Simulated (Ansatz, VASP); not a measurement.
## Two plane-wave programs on K2PtC6N6

```xyz
15
Lattice="7.3928 0.0000 0.0000 -3.6964 6.4024 0.0000 0.0000 0.0000 6.6613" Properties=species:S:1:pos:R:3 pbc="T T T"
K     0.0000    4.2682    3.3306
K     3.6964    2.1341    3.3306
Pt    0.0000    0.0000    0.0000
C     0.8243    1.4278    1.1589
C     5.7442    0.0000    1.1589
C    -2.8721    4.9746    1.1589
C     2.8721    4.9746    5.5024
C    -0.8243    1.4278    5.5024
C     1.6486    0.0000    5.5024
N     1.2986    2.2493    1.8324
N     4.7955    0.0000    1.8324
N    -2.3978    4.1531    1.8324
N     2.3978    4.1531    4.8289
N    -1.2986    2.2493    4.8289
N     2.5973    0.0000    4.8289
```

Alike in both runs: task electric field gradients; functional PBEsol; k mesh 5 × 5 × 5; occupations fermi-dirac, width 0.05 eV; no spin polarisation.

|  | VASP | Ansatz |
| --- | --- | --- |
| version | VASP 6.6.1 | Ansatz 0.2.0 |
| potentials or method | VASP PAW PBE potentials, release 64 (K_sv, Pt_sv_GW, C, N) | plane-wave PAW, scalar-relativistic |
| plane-wave cutoff (eV) | 520 | 420 |
| valence electrons in the cell | 90 | 90 |

|  | VASP | Ansatz | Ansatz less VASP |
| --- | --- | --- | --- |
| gap on the k mesh at the Fermi level (eV) | 5.68 | 5.68 | -0.006 |
| rms of the force components (eV/Å) | 0.287 | 0.079 | -0.2082 |
| size of Vzz on the site where it differs most (V/Å²) | 52.0 | 39.3 | -12.68 |

VASP's potentials were made for PBE, not for PBEsol. Atom by atom the forces differ by 0.243 eV/Å (rms over components). One of these differences is far larger than is usual between the two programs; its cause wasn't traced. With one functional, cell and mesh, what is left measures potentials, basis and numerics.

Neither program's run includes spin-orbit coupling. Noted on VASP's run: the standard files for N, O and F lose accuracy on very short bonds.
